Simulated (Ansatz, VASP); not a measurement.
**SnO2 in VASP and in Ansatz**

```xyz
6
Lattice="4.8274 0.0000 0.0000 0.0000 4.8274 0.0000 0.0000 0.0000 3.2381" Properties=species:S:1:pos:R:3 pbc="T T T"
Sn    0.0000    0.0000    0.0000
Sn    2.4137    2.4137    1.6190
O     1.4798    1.4798    0.0000
O     0.9339    3.8935    1.6190
O     3.3476    3.3476    0.0000
O     3.8935    0.9339    1.6190
```

Alike in both runs: functional PBE; k mesh 6 × 6 × 8; occupations gaussian, width 0.02 eV; no spin polarisation.

Ansatz relaxed the structure, and its values are those at the end. VASP's run is a single point on that final structure, the one shown.

|  | VASP | Ansatz |
| --- | --- | --- |
| version | VASP 6.6.1 | Ansatz 0.2.0 |
| potentials or method | VASP PAW PBE potentials, release 64 (Sn_d, O), cutoff 520 eV | scalar-relativistic, plane waves, PAW |
| valence electrons in the cell | 52 | 52 |

|  | VASP | Ansatz | Ansatz less VASP |
| --- | --- | --- | --- |
| gap on the k mesh at the Fermi level (eV) | 0.67 | 0.68 | +0.012 |
| least direct gap on the mesh (eV) | 0.67 | 0.68 | +0.012 |
| pressure (GPa) | 0.6 | 0.0 | -0.60 |
| rms of the force components (eV/Å) | 0.006 | 0.002 | -0.0035 |

With one functional, cell and mesh, what is left measures potentials, basis and numerics.
